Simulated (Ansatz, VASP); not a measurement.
**Two plane-wave programs on Sn**

```
Sn
1.0
     0.00000    3.24560    3.24560
     3.24560    0.00000    3.24560
     3.24560    3.24560    0.00000
Sn
2
Direct
  0.50000 0.45378 0.50000
  0.75000 0.75000 0.75000
```

Alike in both runs: task single point; functional PBEsol; k mesh 12 × 12 × 12; occupations gaussian, width 0.15 eV; no spin polarisation.

```csv
,VASP,Ansatz
version,VASP 6.6.1,Ansatz 0.2.0
potentials or method,"VASP PAW PBE potentials, release 64 (Sn_d), cutoff 500 eV","scalar-relativistic, plane waves, PAW"
valence electrons in the cell,28,28
```

Ansatz gave:

| Property | Result |
| --- | --- |
| gap on the k mesh at the Fermi level (eV) | none |
| pressure (GPa) | 1.8 |
| traceless stress, the component that is largest in VASP (GPa) | -3.26 |
| rms of the force components (eV/Å) | 1.009 |

Q: Which values does VASP return?

A: gap on the k mesh at the Fermi level (eV): none; pressure (GPa): 1.7; traceless stress, the component that is largest in VASP (GPa): -3.25; rms of the force components (eV/Å): 1.009.

VASP's potentials were made for PBE, not for PBEsol. Atom by atom the forces differ by 0.000 eV/Å (rms over components). A gap of «none» marks a metal or a gap that the smearing closes. The functional is the same, so the differences come from potentials, cutoffs and numerics.
